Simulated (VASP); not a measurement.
# Ir (Fm-3m) in VASP: further runs

The runs below take Ir through single point, with r2SCAN.

Everything below comes from runs of VASP 6.6.1. Logs are shortened: lines on timing, memory, paths and dates and some standing lists are left out, and cuts for length are marked.

## 1. The cell of the first run

Symmetry: Fm-3m, No. 225, cubic system. The conventional cell has a = 3.920 Å, b = 3.920 Å, c = 3.920 Å, α = 90.00°, β = 90.00°, γ = 90.00°. Within 3.7 Å of Ir (site symmetry m-3m) lie 12 Ir at 2.77 Å.

## 2. Single point, r2SCAN (volume scaled by 1.06)

Contents of POSCAR:

```
Ir
1.0
    0.0000000000      1.9597771896      1.9597771896
    1.9597771896      0.0000000000      1.9597771896
    1.9597771896      1.9597771896      0.0000000000
Ir
1
Direct
    0.0000000000      0.0000000000      0.0000000000
```

Contents of INCAR.step1:

```
ALGO = Normal
EDIFF = 1E-4
ENCUT = 520
GGA = PE
ISMEAR = 0
LASPH = T
LCHARG = F
LREAL = F
LWAVE = T
NBANDS = 10
NELM = 60
PREC = Accurate
SIGMA = 0.1
```

Contents of INCAR.step2:

```
ALGO = Normal
EDIFF = 1E-7
ENCUT = 520
ISIF = 2
ISMEAR = 0
ISTART = 1
LASPH = T
LCHARG = T
LELF = T
LMIXTAU = T
LREAL = F
LVHAR = T
LWAVE = F
METAGGA = R2SCAN
NBANDS = 10
NELM = 60
PREC = Accurate
SIGMA = 0.1
```

Contents of KPOINTS:

```
k-points
0
Gamma
  18 18 18
```

Potentials or basis: VASP PAW PBE potentials, release 64 (Ir).

The run is started by

```
> cat potpaw_PBE.64/Ir/POTCAR > POTCAR
> cp INCAR.step1 INCAR
> mpirun -np 1 vasp_std > vasp.out
> cp INCAR.step2 INCAR
> mpirun -np 1 vasp_std > vasp.out
```

OUTCAR:

```text
EDIFF = 1E-7
   ENCUT = 520
   ISIF = 2
   ISMEAR = 0
   ISTART = 1
   LASPH = T
   LREAL = F
   METAGGA = R2SCAN
   NELM = 60
   PREC = Accurate

 ion  position               nearest neighbor table
   1  0.000  0.000  0.000-

  LATTYP: Found a face centered cubic cell.
 ALAT       =     3.9195543792

  Lattice vectors:

 A1 = (   0.0000000000,   1.9597771896,   1.9597771896)
 A2 = (   1.9597771896,   0.0000000000,   1.9597771896)
 A3 = (   1.9597771896,   1.9597771896,   0.0000000000)

Analysis of symmetry for initial positions (statically):
=====================================================================
 Subroutine PRICEL returns:
 Original cell was already a primitive cell.

 Routine SETGRP: Setting up the symmetry group for a
 face centered cubic supercell.

 Subroutine GETGRP returns: Found 48 space group operations
 (whereof 48 operations were pure point group operations)
 out of a pool of 48 trial point group operations.

The static configuration has the point symmetry O_h .

Analysis of symmetry for dynamics (positions and initial velocities):
=====================================================================
 Subroutine PRICEL returns:
 Original cell was already a primitive cell.

 Routine SETGRP: Setting up the symmetry group for a
 face centered cubic supercell.

 Subroutine GETGRP returns: Found 48 space group operations
 (whereof 48 operations were pure point group operations)
 out of a pool of 48 trial point group operations.

The dynamic configuration has the point symmetry O_h .

 Subroutine INISYM returns: Found 48 space group operations
 (whereof 48 operations are pure point group operations),
 and found     1 'primitive' translations

----------------------------------------------------------------------------------------

                                     Primitive cell

  volume of cell :      15.0539

  direct lattice vectors                    reciprocal lattice vectors
     0.000000000  1.959777190  1.959777190    -0.255131044  0.255131044  0.255131044
     1.959777190  0.000000000  1.959777190     0.255131044 -0.255131044  0.255131044
     1.959777190  1.959777190  0.000000000     0.255131044  0.255131044 -0.255131044

  length of vectors
     2.771543481  2.771543481  2.771543481     0.441899930  0.441899930  0.441899930

  position of ions in fractional coordinates (direct lattice)
     0.000000000  0.000000000  0.000000000

  ion indices of the primitive-cell ions
   primitive index   ion index
                 1           1

----------------------------------------------------------------------------------------

 KPOINTS: k-points

Automatic generation of k-mesh.
 Grid dimensions read from file:
 generate k-points for:   18   18   18

 Generating k-lattice:

  Cartesian coordinates                     Fractional coordinates (reciprocal lattice)
    -0.014173947  0.014173947  0.014173947     0.055555556  0.000000000  0.000000000
     0.014173947 -0.014173947  0.014173947     0.000000000  0.055555556  0.000000000
     0.014173947  0.014173947 -0.014173947     0.000000000  0.000000000  0.055555556

  Length of vectors
     0.024549996  0.024549996  0.024549996

  Shift w.r.t. Gamma in fractional coordinates (k-lattice)
     0.000000000  0.000000000  0.000000000

 Subroutine IBZKPT returns following result:
 ===========================================

 Found    195 irreducible k-points:

 Following reciprocal coordinates:
            Coordinates               Weight
  0.000000  0.000000  0.000000      1.000000
  0.055556  0.000000  0.000000      8.000000
  0.111111  0.000000  0.000000      8.000000
  0.166667  0.000000  0.000000      8.000000
  0.222222  0.000000  0.000000      8.000000
  0.277778  0.000000  0.000000      8.000000
[... 16 lines left out ...]
 -0.277778  0.055556  0.000000     24.000000
 -0.222222  0.055556  0.000000     24.000000
 [... further k-points ...]
   k-points           NKPTS =    195   k-points in BZ     NKDIM =    195   number of bands    NBANDS=     10
   number of dos      NEDOS =    301   number of ions     NIONS =      1
   total plane-waves  NPLWV =  13824
   dimension x,y,z NGX =    24 NGY =   24 NGZ =   24
   dimension x,y,z NGXF=    48 NGYF=   48 NGZF=   48
   ions per type =               1
   NGX,Y,Z   is equivalent  to a cutoff of  14.40, 14.40, 14.40 a.u.
   NGXF,Y,Z  is equivalent  to a cutoff of  28.79, 28.79, 28.79 a.u.
 SYSTEM =  unknown system
   PREC   = accura    normal or accurate (medium, high low for compatibility)
   ISTART =      1    job   : 0-new  1-cont  2-samecut
   ICHARG =      0    charge: 1-file 2-atom 10-const
   ISPIN  =      1    spin polarized calculation?
   LNONCOLLINEAR =      F non collinear calculations
   LSORBIT =      F    spin-orbit coupling
   LASPH  =      T    aspherical Exc in radial PAW
   ENCUT  =  520.0 eV  38.22 Ry    6.18 a.u.   5.15  5.15  5.15*2*pi/ulx,y,z
   NELM   =     60;   NELMIN=  2; NELMDL=  0     # of ELM steps
   EDIFF  = 0.1E-06   stopping-criterion for ELM
   LREAL  =      F    real-space projection
   EDIFFG = 0.1E-05   stopping-criterion for IOM
   NSW    =      0    number of steps for IOM
   IBRION =     -1    ionic relax: 0-MD 1-quasi-New 2-CG
   NFREE  =      0    steps in history (QN), initial steepest desc. (CG)
   ISIF   =      2    stress and relaxation
   ISYM   =      2    0-nonsym 1-usesym 2-fastsym
   POTIM  = 0.5000    time-step for ionic-motion
   TEBEG  =    0.0;   TEEND  =   0.0 temperature during run
   PSTRESS=    0.0 pullay stress
   NELECT =       9.0000    total number of electrons
   NUPDOWN=      -1.0000    fix difference up-down
   EMIN   =  10.00;   EMAX   =-10.00  energy-range for DOS
   EFERMI =   0.00;   METHOD = LEGACY
   ISMEAR =     0;   SIGMA  =   0.10  broadening in eV -4-tet -1-fermi 0-gaus
   EFERMI_NEDOS =   21; number of points for ismear=-14 and -15
   IALGO  =     38    algorithm
   IMIX   =      4    mixing-type and parameters
     AMIX     =   0.40;   BMIX     =  1.00
     AMIX_MAG =   1.60;   BMIX_MAG =  1.00
  volume/ion in A,a.u.               =      15.05       101.59
  Fermi-wavevector in a.u.,A,eV,Ry     =   1.379131  2.606180 25.878326  1.902003
  Thomas-Fermi vector in A             =   2.504129
   LORBIT       =      0    0 simple, 1 ext, 2 COOP (PROOUT), +10 PAW based schemes
   METAGGA = R2SCAN    functional components
   LHFCALC =     F    Hartree Fock is set to
   AEXX    =    0.0000 exact exchange contribution
   IVDW    =     0    specifies the selected vdW correction
   LEPSILON=     F    determine dielectric tensor
   LRPA    =     F    only Hartree local field effects (RPA)
 non-spin polarized calculation
 Gauss-broadening in eV      SIGMA  =   0.10
  energy-cutoff  :      520.00
  volume of cell :       15.05
 maximum number of plane-waves:       419
 NGX is ok and might be reduce to    24
   NGX = 11   NGY = 11   NGZ = 11

 number of electron       9.0000001 magnetization

 Free energy of the ion-electron system (eV)
  ---------------------------------------------------
  ext. energy  EPLUGINS =         0.00000000
  ---------------------------------------------------
  free energy    TOTEN  =       -52.32775996 eV

  energy without entropy =      -52.32212109  energy(sigma->0) =      -52.32494053

 E-fermi :   9.1619     XC(G=0): -14.8997

 val. band max:        9.1485571822   @ k =  -0.3333   0.2778   0.0556
 cond. band min:       9.1702550016   @ k =   0.5000   0.2222   0.1111
 fundamental gap:      0.0216978194
 Fermi energy:         9.1619020795

 k-point     1 :       0.0000    0.0000    0.0000
  band No.  band energies     occupation
      1      -1.7230      2.00000
      2       5.4938      2.00000
      3       5.4938      2.00000
      4       5.4938      2.00000
      5       7.9393      2.00000
      6       7.9393      2.00000
      7      24.3449      0.00000
      8      29.8273      0.00000
      9      29.8273      0.00000
     10      29.8273      0.00000

 k-point     2 :       0.0556    0.0000    0.0000
  band No.  band energies     occupation
      1      -1.5882      2.00000
      2       5.4241      2.00000
      3       5.5512      2.00000
      4       5.5512      2.00000
      5       7.9044      2.00000
      6       7.9044      2.00000
      7      24.5671      0.00000
      8      29.1048      0.00000
      9      30.0373      0.00000
     10      30.0373      0.00000

 k-point     3 :       0.1111    0.0000    0.0000
  band No.  band energies     occupation
      1      -1.1969      2.00000
      2       5.2444      2.00000
      3       5.7006      2.00000
      4       5.7006      2.00000
      5       7.8299      2.00000
      6       7.8299      2.00000
      7      25.1741      0.00000
      8      27.6291      0.00000
      9      30.6457      0.00000
     10      30.6457      0.00000

 k-point     4 :       0.1667    0.0000    0.0000
  band No.  band energies     occupation
      1      -0.5939      2.00000
      2       5.0386      2.00000
      3       5.8647      2.00000
      4       5.8647      2.00000
      5       7.8102      2.00000
      6       7.8102      2.00000
      7      25.9404      0.00000
      8      26.0068      0.00000
      9      31.5854      0.00000
     10      31.5854      0.00000
[... 222 lines left out ...]
 k-point    22 :      -0.3333    0.0556    0.0000
  band No.  band energies     occupation
      1       1.3837      2.00000
      2       5.5519      2.00000
      3       5.6812      2.00000
      4       5.9768      2.00000
      5       8.7767      2.00000
      6       9.6176      0.00000
      7      19.8821      0.00000
      8      25.2307      0.00000
      9      30.1035      0.00000
     10      32.2333      0.00000

 k-point    23 :      -0.2778    0.0556    0.0000
  band No.  band energies     occupation
      1       1.0686      2.00000
      2       5.1702      2.00000
      3       5.7623      2.00000
      4       5.8601      2.00000
      5       8.1855      2.00000
      6       9.0356      1.92584
      7      21.9151      0.00000
      8      26.0438      0.00000
      9      31.0715      0.00000
     10      33.6203      0.00000

 k-point    24 :      -0.2222    0.0556    0.0000
  band No.  band energies     occupation
      1       0.4740      2.00000
      2       4.8514      2.00000
      3       5.9094      2.00000
      4       5.9980      2.00000
      5       7.7140      2.00000
      6       8.5155      2.00000
      7      23.7977      0.00000
      8      26.5950      0.00000
      9      31.5040      0.00000
     10      32.9674      0.00000

 [... further k-points ...]
[... 5 lines left out ...]
  --------------------------------------------------------------------------------------
  -------------------------------------------------------------------------------------
  Total       -1.6090869     -1.6090869     -1.6090869     -0.0000000     -0.0000000      0.0000000
  in kB     -171.2537111   -171.2537111   -171.2537111     -0.0000000     -0.0000000      0.0000000
  external PRESSURE =    -171.2537111 kB  Pullay stress =       0.0000000 kB

 VOLUME and BASIS-vectors are now :
 -----------------------------------------------------------------------------
  energy-cutoff  :      520.00
  volume of cell :       15.05
      direct lattice vectors                 reciprocal lattice vectors
     0.000000000  1.959777190  1.959777190    -0.255131044  0.255131044  0.255131044
     1.959777190  0.000000000  1.959777190     0.255131044 -0.255131044  0.255131044
     1.959777190  1.959777190  0.000000000     0.255131044  0.255131044 -0.255131044

 POSITION                                       TOTAL-FORCE (eV/Angst)
 -----------------------------------------------------------------------------------
      0.00000      0.00000      0.00000         0.000000     -0.000000     -0.000000
 -----------------------------------------------------------------------------------
    total drift:                               -0.000000      0.000000     -0.000000

  FREE ENERGIE OF THE ION-ELECTRON SYSTEM (eV)
  ---------------------------------------------------
  free  energy   TOTEN  =       -52.3277599608 eV

  energy  without entropy=      -52.3221210896  energy(sigma->0) =      -52.32494053
```

Run time: 5.4 min. Hardware: 1 thread of AMD EPYC 7R13, shared host; peak memory 0.14 GiB.

What came out:

```
Free energy : -52.3278 eV
Pressure    : -17.1 GPa
```

Levels at points of the mesh, in eV from the Fermi level:
```tsv
k point	band 1	band 2	band 3	band 4	band 5	band 6	band 7	band 8
(0.00, 0.00, 0.00)	-10.88	-3.67	-3.67	-3.67	-1.22	-1.22	15.18	20.67
(0.50, 0.00, 0.00)	-7.79	-3.80	-3.80	-0.56	0.79	0.79	6.99	14.81
(0.50, 0.50, 0.00)	-7.52	-6.98	0.70	1.37	1.37	1.76	10.19	11.99
```

Caveat: the PAW data sets were made with another functional, which shifts forces and pressure a little; spin-orbit coupling is left out, which moves the levels of the heavy elements.

## 3. Single point, r2SCAN (volume scaled by 1.10)

Contents of POSCAR:

```
Ir
1.0
    0.0000000000      1.9841247374      1.9841247374
    1.9841247374      0.0000000000      1.9841247374
    1.9841247374      1.9841247374      0.0000000000
Ir
1
Direct
    0.0000000000      0.0000000000      0.0000000000
```

Contents of INCAR.step1:

```
SYSTEM = Ir
  PREC = Accurate
  ENCUT = 520
  ISMEAR = 0
  SIGMA = 0.1
  LREAL = .False.
  LASPH = .True.
  NELM = 80
  NBANDS = 10
  GGA = PE
  ALGO = Normal
  EDIFF = 1E-4
  LWAVE = .True.
  LCHARG = .False.
```

Contents of INCAR.step2:

```
SYSTEM = Ir
  PREC = Accurate
  ENCUT = 520
  EDIFF = 1E-6
  ISMEAR = 0
  SIGMA = 0.1
  LREAL = .False.
  LASPH = .True.
  NELM = 80
  ALGO = Normal
  ISIF = 2
  LWAVE = .False.
  LCHARG = .False.
  METAGGA = R2SCAN
  LMIXTAU = .True.
  NBANDS = 10
  ISTART = 1
```

Contents of KPOINTS:

```
regular mesh
0
Gamma
  18 18 18
  0 0 0
```

Potentials or basis: VASP PAW PBE potentials, release 64 (Ir).

The run is started by

```
> cat potpaw_PBE.64/Ir/POTCAR > POTCAR
> cp INCAR.step1 INCAR
> mpirun -np 1 vasp_std > vasp.out
> cp INCAR.step2 INCAR
> mpirun -np 1 vasp_std > vasp.out
```

It took 4.3 min on 1 thread of AMD EPYC 7R13, shared host; peak memory 0.14 GiB.

Results (log left out):

- Free energy: -52.2495 eV
- Pressure: -26.7 GPa

Levels at points of the mesh, in eV from the Fermi level:
```tsv
k point	band 1	band 2	band 3	band 4	band 5	band 6	band 7	band 8	band 9
(0.00, 0.00, 0.00)	-10.49	-3.46	-3.46	-3.46	-1.16	-1.16	15.24	20.50	20.50
(0.50, 0.00, 0.00)	-7.41	-3.58	-3.58	-0.45	0.74	0.74	6.65	14.87	19.88
(0.50, 0.50, 0.00)	-7.11	-6.59	0.64	1.28	1.28	1.78	9.71	11.81	11.81
```

Caveat: the PAW data sets were made with another functional, which shifts forces and pressure a little; spin-orbit coupling is left out, which moves the levels of the heavy elements.
